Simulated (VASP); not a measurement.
Wanted: the native input for a VASP 6.6.1 run.

- Task: single point
- Functional: PBE
- Potentials or basis: VASP PAW PBE potentials, release 64 (W_sv)
- Cutoff: 500 eV
- k mesh: 21 × 21 × 21
- Occupations: gaussian, width 0.05 eV
- Spin: no spin polarisation
- Dipole correction: no
- Further INCAR settings: ALGO = Normal; EDIFF = 1e-06; NBANDS = 13

The structure of W lies in POSCAR:

```
W
1.0
    0.0000000000      2.0698140295      2.0698140295
    2.0698140295      0.0000000000      2.0698140295
    2.0698140295      2.0698140295      0.0000000000
W
1
Direct
    0.0000000000      0.0000000000      0.0000000000
```

This isn't the form of W at room conditions, which is bcc.

The input as run:

INCAR

```
SYSTEM = W
ALGO = Normal ; EDIFF = 1E-6
ENCUT = 500 ; GGA = PE
GGA_COMPAT = .FALSE. ; ISIF = 2
ISMEAR = 0 ; LASPH = .TRUE.
LCHARG = .FALSE. ; LREAL = .FALSE.
LWAVE = .FALSE. ; NBANDS = 13
NELM = 120 ; PREC = Accurate
SIGMA = 0.05
```

KPOINTS

```
k-points
0
G
  21 21 21
  0 0 0
```

Potentials or basis: VASP PAW PBE potentials, release 64 (W_sv).

Command:

```sh
$ cat potpaw_PBE.64/W_sv/POTCAR > POTCAR
$ mpirun -np 1 vasp_std > vasp.out
```

Results of the run:

| Quantity | Value |
| --- | --- |
| Pressure | -18.2 GPa |
| Band gap on the k mesh | zero (bands 7 and 8 overlap by 3.03 eV) |

Caveat: the cell stands under tension; spin-orbit coupling is left out, which moves the levels of the heavy elements.

It took 26 s on 1 thread of Intel(R) Xeon(R) Platinum 8375C CPU @ 2.90GHz (Ice Lake), with other jobs on the host, peak memory 0.18 GiB.
